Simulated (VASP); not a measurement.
# Bi2Te3 (R-3m) in VASP: notebook

Bi2Te3 is run at these levels: PBE+D3(BJ), r2SCAN+rVV10, PBE, r2SCAN; tasks: single point.

Everything below comes from runs of VASP 6.6.1. Logs are shortened: lines on timing, memory, paths and dates and some standing lists are left out, and cuts for length are marked.

## 1. The cell of the first run

It takes space group R-3m (No. 166, trigonal). The conventional cell has a = 4.386 Å, b = 4.386 Å, c = 30.299 Å, α = 90.00°, β = 90.00°, γ = 120.00°. Within 4.0 Å of Bi (site symmetry 3m) lie 6 Te at 3.07 to 3.24 Å. Within 4.0 Å of Te (site symmetry 3m) lie 3 Bi at 3.07 Å and 3 Te at 3.62 Å. Within 4.6 Å of Te (site symmetry -3m) lie 6 Bi at 3.24 Å and 12 Te at 4.39 to 4.53 Å.

## 2. Single point, PBE+D3(BJ)

INCAR reads:

```
  PREC = Accurate
  ENCUT = 520
  EDIFF = 1E-6
  ISMEAR = -1
  SIGMA = 0.02
  LREAL = F
  LASPH = T
  NELM = 60
  ALGO = Normal
  ISIF = 2
  LWAVE = F
  LCHARG = F
  GGA = PE
  IVDW = 12
  NBANDS = 32
```

KPOINTS reads:

```
Automatic mesh
0
Gamma
  6 6 6
```

POSCAR reads:

```
Bi2Te3
1.0
    2.1928196080      1.2660249910     10.0997662187
   -2.1928196080      1.2660249910     10.0997662187
    0.0000000000     -2.5320499819     10.0997662187
Bi Te
2 3
Direct
    0.5999012252      0.5999012252      0.5999012252
    0.4000987748      0.4000987748      0.4000987748
    0.7906746577      0.7906746577      0.7906746577
    0.2093253423      0.2093253423      0.2093253423
    0.0000000000      0.0000000000      0.0000000000
```

Potentials or basis: VASP PAW PBE potentials, release 64 (Bi_d, Te).

On the command line:

```bash
$ cat potpaw_PBE.64/Bi_d/POTCAR potpaw_PBE.64/Te/POTCAR > POTCAR
$ mpirun -np 1 vasp_std > vasp.out
```

OUTCAR:

```text
PREC = Accurate
   ENCUT = 520
   EDIFF = 1E-6
   ISMEAR = -1
   LREAL = F
   LASPH = T
   NELM = 60
   ISIF = 2
   GGA = PE
   IVDW = 12
 IVDW          = 12

 ion  position               nearest neighbor table
   1  0.600  0.600  0.600-   4 3.07   4 3.07   4 3.07   5 3.24   5 3.24   5 3.24
   2  0.400  0.400  0.400-   3 3.07   3 3.07   3 3.07   5 3.24   5 3.24   5 3.24
   3  0.791  0.791  0.791-   2 3.07   2 3.07   2 3.07   4 3.62   4 3.62   4 3.62
   4  0.209  0.209  0.209-   1 3.07   1 3.07   1 3.07   3 3.62   3 3.62   3 3.62
   5  0.000  0.000  0.000-   1 3.24   1 3.24   2 3.24   2 3.24   1 3.24   2 3.24

  LATTYP: Found a trigonal (rhomboedric) cell.
 ALAT       =    10.4123270590
 COS(alpha) =     0.9112966125

  Lattice vectors:

 A1 = (   2.1928196080,   1.2660249910,  10.0997662187)
 A2 = (  -2.1928196080,   1.2660249910,  10.0997662187)
 A3 = (   0.0000000000,  -2.5320499819,  10.0997662187)

Analysis of symmetry for initial positions (statically):
=====================================================================
 Subroutine PRICEL returns:
 Original cell was already a primitive cell.

 Routine SETGRP: Setting up the symmetry group for a
 trigonal (rhombohedral) supercell.

 Subroutine GETGRP returns: Found 12 space group operations
 (whereof 12 operations were pure point group operations)
 out of a pool of 12 trial point group operations.

The static configuration has the point symmetry D_3d.

Analysis of symmetry for dynamics (positions and initial velocities):
=====================================================================
 Subroutine PRICEL returns:
 Original cell was already a primitive cell.

 Routine SETGRP: Setting up the symmetry group for a
 trigonal (rhombohedral) supercell.

 Subroutine GETGRP returns: Found 12 space group operations
 (whereof 12 operations were pure point group operations)
 out of a pool of 12 trial point group operations.

The dynamic configuration has the point symmetry D_3d.

 Subroutine INISYM returns: Found 12 space group operations
 (whereof 12 operations are pure point group operations),
 and found     1 'primitive' translations

----------------------------------------------------------------------------------------

                                     Primitive cell

  volume of cell :     168.2317

  direct lattice vectors                    reciprocal lattice vectors
     2.192819608  1.266024991 10.099766219     0.228016932  0.131645637  0.033004064
    -2.192819608  1.266024991 10.099766219    -0.228016932  0.131645637  0.033004064
     0.000000000 -2.532049982 10.099766219     0.000000000 -0.263291274  0.033004064

  length of vectors
    10.412327059 10.412327059 10.412327059     0.265351773  0.265351773  0.265351773

  position of ions in fractional coordinates (direct lattice)
     0.599901225  0.599901225  0.599901225
     0.400098775  0.400098775  0.400098775
     0.790674658  0.790674658  0.790674658
     0.209325342  0.209325342  0.209325342
     0.000000000  0.000000000  0.000000000

  ion indices of the primitive-cell ions
   primitive index   ion index
                 1           1
                 2           2
                 3           3
                 4           4
                 5           5

----------------------------------------------------------------------------------------

 KPOINTS: Automatic mesh

Automatic generation of k-mesh.
 Grid dimensions read from file:
 generate k-points for:    6    6    6

 Generating k-lattice:

  Cartesian coordinates                     Fractional coordinates (reciprocal lattice)
     0.038002822  0.021940940  0.005500677     0.166666667 -0.000000000  0.000000000
    -0.038002822  0.021940940  0.005500677    -0.000000000  0.166666667  0.000000000
     0.000000000 -0.043881879  0.005500677     0.000000000  0.000000000  0.166666667

  Length of vectors
     0.044225296  0.044225296  0.044225296

  Shift w.r.t. Gamma in fractional coordinates (k-lattice)
     0.000000000  0.000000000  0.000000000

 Subroutine IBZKPT returns following result:
 ===========================================

 Found     32 irreducible k-points:

 Following reciprocal coordinates:
            Coordinates               Weight
  0.000000  0.000000  0.000000      1.000000
  0.166667  0.000000  0.000000      6.000000
  0.333333  0.000000  0.000000      6.000000
  0.500000  0.000000  0.000000      3.000000
  0.166667  0.166667  0.000000      6.000000
  0.333333  0.166667 -0.000000     12.000000
[... 16 lines left out ...]
  0.500000  0.500000  0.166667      6.000000
 -0.333333  0.500000  0.166667     12.000000
 [... further k-points ...]
   k-points           NKPTS =     32   k-points in BZ     NKDIM =     32   number of bands    NBANDS=     32
   number of dos      NEDOS =    301   number of ions     NIONS =      5
   total plane-waves  NPLWV = 512000
   dimension x,y,z NGX =    80 NGY =   80 NGZ =   80
   dimension x,y,z NGXF=   160 NGYF=  160 NGZF=  160
   ions per type =               2   3
   NGX,Y,Z   is equivalent  to a cutoff of  12.77, 12.77, 12.77 a.u.
   NGXF,Y,Z  is equivalent  to a cutoff of  25.55, 25.55, 25.55 a.u.
 SYSTEM =  unknown system
   PREC   = accura    normal or accurate (medium, high low for compatibility)
   ISTART =      0    job   : 0-new  1-cont  2-samecut
   ICHARG =      2    charge: 1-file 2-atom 10-const
   ISPIN  =      1    spin polarized calculation?
   LNONCOLLINEAR =      F non collinear calculations
   LSORBIT =      F    spin-orbit coupling
   LASPH  =      T    aspherical Exc in radial PAW
   ENCUT  =  520.0 eV  38.22 Ry    6.18 a.u.  19.36 19.36 19.36*2*pi/ulx,y,z
   NELM   =     60;   NELMIN=  2; NELMDL= -5     # of ELM steps
   EDIFF  = 0.1E-05   stopping-criterion for ELM
   LREAL  =      F    real-space projection
   EDIFFG = 0.1E-04   stopping-criterion for IOM
   NSW    =      0    number of steps for IOM
   IBRION =     -1    ionic relax: 0-MD 1-quasi-New 2-CG
   NFREE  =      0    steps in history (QN), initial steepest desc. (CG)
   ISIF   =      2    stress and relaxation
   ISYM   =      2    0-nonsym 1-usesym 2-fastsym
   POTIM  = 0.5000    time-step for ionic-motion
   TEBEG  =    0.0;   TEEND  =   0.0 temperature during run
   PSTRESS=    0.0 pullay stress
   NELECT =      48.0000    total number of electrons
   NUPDOWN=      -1.0000    fix difference up-down
   EMIN   =  10.00;   EMAX   =-10.00  energy-range for DOS
   EFERMI =   0.00;   METHOD = LEGACY
   ISMEAR =    -1;   SIGMA  =   0.02  broadening in eV -4-tet -1-fermi 0-gaus
   EFERMI_NEDOS =   21; number of points for ismear=-14 and -15
   IALGO  =     38    algorithm
   IMIX   =      4    mixing-type and parameters
     AMIX     =   0.40;   BMIX     =  1.00
     AMIX_MAG =   1.60;   BMIX_MAG =  1.00
  volume/ion in A,a.u.               =      33.65       227.06
  Fermi-wavevector in a.u.,A,eV,Ry     =   1.077753  2.036658 15.803874  1.161552
  Thomas-Fermi vector in A             =   2.213673
   LORBIT       =      0    0 simple, 1 ext, 2 COOP (PROOUT), +10 PAW based schemes
   GGA     = PE    functional components
   LHFCALC =     F    Hartree Fock is set to
   AEXX    =    0.0000 exact exchange contribution
   IVDW    =    12    specifies the selected vdW correction
   LEPSILON=     F    determine dielectric tensor
   LRPA    =     F    only Hartree local field effects (RPA)
 non-spin polarized calculation
  energy-cutoff  :      520.00
  volume of cell :      168.23
 maximum number of plane-waves:      4562
 NGX is ok and might be reduce to    80
   NGX = 39   NGY = 39   NGZ = 39

 number of electron      48.0000006 magnetization

 Free energy of the ion-electron system (eV)
  ---------------------------------------------------
  ext. energy  EPLUGINS =         0.00000000
  ---------------------------------------------------
  free energy    TOTEN  =       -18.32110715 eV

  energy without entropy =      -18.32110271  energy(sigma->0) =      -18.32110493

 E-fermi :   6.4348     XC(G=0):  -9.3596

 val. band max:        6.3062559881   @ k =   0.0000   0.0000   0.0000
 cond. band min:       6.5633239505   @ k =   0.0000   0.0000   0.0000
 fundamental gap:      0.2570679624
 Fermi energy:         6.4347938473

 k-point     1 :       0.0000    0.0000    0.0000
  band No.  band energies     occupation
      1     -16.9159      2.00000
      2     -16.9159      2.00000
      3     -16.9143      2.00000
      4     -16.9143      2.00000
      5     -16.9067      2.00000
      6     -16.9053      2.00000
[... 24 lines left out ...]
     31      11.1217      0.00000
     32      11.6148      0.00000

 k-point     2 :       0.1667    0.0000    0.0000
  band No.  band energies     occupation
      1     -16.9180      2.00000
      2     -16.9162      2.00000
      3     -16.9132      2.00000
      4     -16.9117      2.00000
      5     -16.9055      2.00000
      6     -16.9041      2.00000
[... 24 lines left out ...]
     31      10.4068      0.00000
     32      11.2773      0.00000

 k-point     3 :       0.3333    0.0000    0.0000
  band No.  band energies     occupation
      1     -16.9233      2.00000
      2     -16.9208      2.00000
      3     -16.9104      2.00000
      4     -16.9082      2.00000
      5     -16.9078      2.00000
      6     -16.9056      2.00000
[... 24 lines left out ...]
     31      10.4718      0.00000
     32      11.4526      0.00000

 k-point     4 :       0.5000    0.0000    0.0000
  band No.  band energies     occupation
      1     -16.9261      2.00000
      2     -16.9233      2.00000
      3     -16.9102      2.00000
      4     -16.9091      2.00000
      5     -16.9074      2.00000
      6     -16.9067      2.00000
[... 654 lines left out ...]
     31      10.2793      0.00000
     32      12.0959      0.00000

 k-point    23 :       0.5000    0.5000    0.1667
  band No.  band energies     occupation
      1     -16.9232      2.00000
      2     -16.9208      2.00000
      3     -16.9104      2.00000
      4     -16.9082      2.00000
      5     -16.9078      2.00000
      6     -16.9056      2.00000
[... 24 lines left out ...]
     31      10.4240      0.00000
     32      11.2656      0.00000

 k-point    24 :      -0.3333    0.5000    0.1667
  band No.  band energies     occupation
      1     -16.9227      2.00000
      2     -16.9206      2.00000
      3     -16.9123      2.00000
      4     -16.9095      2.00000
      5     -16.9067      2.00000
      6     -16.9048      2.00000
[... 24 lines left out ...]
     31      11.0366      0.00000
     32      11.6090      0.00000

 [... further k-points ...]

------------------------ aborting loop because EDIFF is reached ----------------------------------------

 Edisp (eV)   -2.25352

 E8    (eV) :    -1.0697

  FORCE on cell =-STRESS in cart. coord.  units (eV):
  Direction    XX          YY          ZZ          XY          YZ          ZX
  --------------------------------------------------------------------------------------
  -------------------------------------------------------------------------------------
  Total      -0.01740    -0.01740    -0.02262     0.00000    -0.00000     0.00000
  in kB      -0.16572    -0.16572    -0.21539     0.00000    -0.00000     0.00000
  external pressure =       -0.18 kB  Pullay stress =        0.00 kB

 VOLUME and BASIS-vectors are now :
 -----------------------------------------------------------------------------
  energy-cutoff  :      520.00
  volume of cell :      168.23
      direct lattice vectors                 reciprocal lattice vectors
     2.192819608  1.266024991 10.099766219     0.228016932  0.131645637  0.033004064
    -2.192819608  1.266024991 10.099766219    -0.228016932  0.131645637  0.033004064
     0.000000000 -2.532049982 10.099766219     0.000000000 -0.263291274  0.033004064

 POSITION                                       TOTAL-FORCE (eV/Angst)
 -----------------------------------------------------------------------------------
      0.00000      0.00000     18.17659         0.000000      0.000000      0.008708
      0.00000      0.00000     12.12271         0.000000     -0.000000     -0.008708
      0.00000      0.00000     23.95689         0.000000      0.000000      0.013100
      0.00000      0.00000      6.34241         0.000000     -0.000000     -0.013100
      0.00000      0.00000      0.00000         0.000000      0.000000      0.000000
 -----------------------------------------------------------------------------------
    total drift:                                0.000000     -0.000000     -0.000000

  FREE ENERGIE OF THE ION-ELECTRON SYSTEM (eV)
  ---------------------------------------------------
  free  energy   TOTEN  =       -20.5746236306 eV

  energy  without entropy=      -20.5746191840  energy(sigma->0) =      -20.57462141
```

Wall time 12 min (1 thread of Intel Xeon Platinum 8259CL at 2.50GHz (Skylake/Cascade Lake), shared host); peak memory 0.93 GiB.

What came out:

```yaml
Free_energy: -20.5746 eV
Pressure: 0.0 GPa
Largest_force: 0.013 eV/Å
Band_gap_on_the_k_mesh: 0.26 eV
Dispersion_energy_per_atom: -0.451 eV
```

Forces on the atoms (eV/Å):
```
Bi   0.000  0.000  0.009
Bi   0.000  0.000 -0.009
Te   0.000  0.000  0.013
Te   0.000  0.000 -0.013
Te   0.000  0.000  0.000
```

Caveat: spin-orbit coupling is left out, which moves the levels of the heavy elements.

[end of part 1 of 3]
